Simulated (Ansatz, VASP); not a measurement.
## SiSbS3 in VASP and in Ansatz

```
Si Sb S
1.0
     3.24095    1.87117    7.53440
    -3.24095    1.87117    7.53440
     0.00000   -3.74233    7.53440
Si Sb S
2 2 6
Direct
  0.94969 0.94969 0.94969
  0.05031 0.05031 0.05031
  0.33375 0.33375 0.33375
  0.66625 0.66625 0.66625
  0.92243 0.60319 0.24125
  0.60319 0.24125 0.92243
  0.24125 0.92243 0.60319
  0.39681 0.75875 0.07757
  0.75875 0.07757 0.39681
  0.07757 0.39681 0.75875
```

Alike in both runs: functional PBE; k mesh 6 × 6 × 6; occupations gaussian, width 0.02 eV; no spin polarisation.

Ansatz relaxed the structure, and its values are those at the end. VASP's run is a single point on that final structure, the one shown.

```csv
,VASP,Ansatz
version,VASP 6.6.1,Ansatz 0.2.0
potentials or method,"VASP PAW PBE potentials, release 64 (Si, Sb, S), cutoff 520 eV","scalar-relativistic, plane waves, PAW"
valence electrons in the cell,54,74
```

VASP gave:

```
gap on the k mesh at the Fermi level (eV) : 1.28
least direct gap on the mesh (eV)         : 1.38
pressure (GPa)                            : -0.2
rms of the force components (eV/Å)        : 0.014
```

Q: Estimate Ansatz's values.

A: gap on the k mesh at the Fermi level (eV): 1.28; least direct gap on the mesh (eV): 1.38; pressure (GPa): 0.0; rms of the force components (eV/Å): 0.001.

VASP's potentials hold 54 valence electrons a cell and Ansatz's 74, so a difference there can come from the potentials and not from the codes.

Neither program's run includes spin-orbit coupling.
